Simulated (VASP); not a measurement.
Here is a VASP 6.6.1 calculation.

POSCAR

```
RbBr
1.0
    0.0000000000      3.3223930095      3.3223930095
    3.3223930095      0.0000000000      3.3223930095
    3.3223930095      3.3223930095      0.0000000000
Rb Br
1 1
Direct
    0.0000000000      0.0000000000      0.0000000000
    0.5000000000      0.5000000000      0.5000000000
```

Contents of INCAR.step1:

```
  ALGO = Normal
  EDIFF = 1E-5
  ENCUT = 520
  GGA = PE
  ISIF = 2
  ISMEAR = 0
  LASPH = T
  LREAL = F
  LWAVE = T
  NBANDS = 15
  NELM = 100
  PREC = Accurate
  SIGMA = 0.01
```

INCAR.step2

```
  ALGO = Normal
  EDIFF = 1E-6
  ENCUT = 520
  GGA = PE
  HFSCREEN = 0.2079
  ISIF = 2
  ISMEAR = 0
  ISTART = 1
  LASPH = T
  LCHARG = T
  LELF = T
  LHFCALC = T
  LREAL = F
  LVHAR = T
  LWAVE = F
  NBANDS = 15
  NELM = 100
  PREC = Accurate
  PRECFOCK = Normal
  SIGMA = 0.01
```

File KPOINTS:

```
k-points
0
Gamma
  4 4 4
```

Potentials or basis: VASP PAW PBE potentials, release 64 (Rb_sv, Br).

The run is started by

```sh
$ cat potpaw_PBE.64/Rb_sv/POTCAR potpaw_PBE.64/Br/POTCAR > POTCAR
$ cp INCAR.step1 INCAR
$ mpirun -np 1 vasp_std > vasp.out
$ cp INCAR.step2 INCAR
$ mpirun -np 1 vasp_std > vasp.out
```

Problem. Predict the pressure.

Solution. 2.7 GPa.

Problem. Estimate the band gap on the k mesh.

Solution. 5.79 eV, direct.

Caveat: the cell differs from its parent crystal (strain -4.0%); the PAW data sets were made with another functional, which shifts forces and pressure a little.
